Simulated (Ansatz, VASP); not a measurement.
This is a calculation of InP for VASP 6.6.1.

File POSCAR:

```
InP
1.0
    0.0000000000      2.9305000000      2.9305000000
    2.9305000000      0.0000000000      2.9305000000
    2.9305000000      2.9305000000      0.0000000000
In P
1 1
Direct
    0.0000000000      0.0000000000      0.0000000000
    0.7500000000      0.7500000000      0.7500000000
```

File INCAR.step1:

```
SYSTEM = InP
ALGO     = Normal         ! electronic algorithm
EDIFF    = 1E-5           ! SCF threshold, eV
ENCUT    = 520            ! plane-wave cutoff, eV
GGA      = PE             ! functional
ISIF     = 2              ! what is computed and relaxed
ISMEAR   = -1             ! smearing method
LASPH    = .True.         ! aspherical terms in the spheres
LCHARG   = .False.        ! write CHGCAR
LREAL    = .False.        ! projectors in reciprocal space
LWAVE    = .True.         ! write WAVECAR
NBANDS   = 16             ! bands
NELM     = 80             ! most SCF steps
PREC     = Accurate       ! precision mode
SIGMA    = 0.05           ! smearing width, eV
```

The input INCAR.step2:

```
SYSTEM = InP
AEXX     = 0.25           ! exact-exchange fraction
ALGO     = Normal         ! electronic algorithm
EDIFF    = 1E-6           ! SCF threshold, eV
ENCUT    = 520            ! plane-wave cutoff, eV
GGA      = PE             ! functional
ISIF     = 2              ! what is computed and relaxed
ISMEAR   = -1             ! smearing method
ISTART   = 1            
LASPH    = .True.         ! aspherical terms in the spheres
LCHARG   = .False.        ! write CHGCAR
LHFCALC  = .True.         ! exact exchange
LREAL    = .False.        ! projectors in reciprocal space
LWAVE    = .False.        ! write WAVECAR
NBANDS   = 16             ! bands
NELM     = 80             ! most SCF steps
PREC     = Accurate       ! precision mode
PRECFOCK = Normal       
SIGMA    = 0.05           ! smearing width, eV
```

KPOINTS

```
k-points
0
Gamma
  6 6 6
  0 0 0
```

Potentials or basis: VASP PAW PBE potentials, release 64 (In_d, P).

Command:

```sh
$ cat potpaw_PBE.64/In_d/POTCAR potpaw_PBE.64/P/POTCAR > POTCAR
$ cp INCAR.step1 INCAR
$ mpirun -np 1 vasp_std > vasp.out
$ cp INCAR.step2 INCAR
$ mpirun -np 1 vasp_std > vasp.out
```

Set up the same calculation for Ansatz 0.2.0. Potentials there: all-electron PAW datasets made for the crystal.

As run (the cutoff follows the program's own potentials):

Contents of input.yaml:

```yaml
crystal:
  lattice:
    - [0.0, 2.9305, 2.9305]
    - [2.9305, 0.0, 2.9305]
    - [2.9305, 2.9305, 0.0]
  atoms:
    - { symbol: In, position: [0.0, 0.0, 0.0] }
    - { symbol: P, position: [0.75, 0.75, 0.75] }
kpoints:
  mp_grid: { grid: [6, 6, 6] }
scf:
  occupations: { method: fermi_dirac, width: 0.05 }
hamiltonian:
  xc: pbe0
  pseudopotentials: { kind: all_electron, datasets: crystal }
output:
  forces: true
  stress: true
```

Potentials or basis: all-electron PAW datasets made for the crystal.

Run with:

```bash
$ ansatz run input.yaml --threads 1 --pin off --max-ram 3072MiB --backend cpu --events-out ev --progress --plain --runs-dir out
```

Both were run:

|  | VASP | Ansatz | Ansatz less VASP |
| --- | --- | --- | --- |
| gap on the k mesh at the Fermi level (eV) | 2.14 | 2.11 | -0.027 |
| least direct gap on the mesh (eV) | 2.14 | 2.11 | -0.027 |
| pressure (GPa) | 1.1 | 1.3 | +0.23 |

Ansatz ran all-electron here, and VASP with PAW potentials.
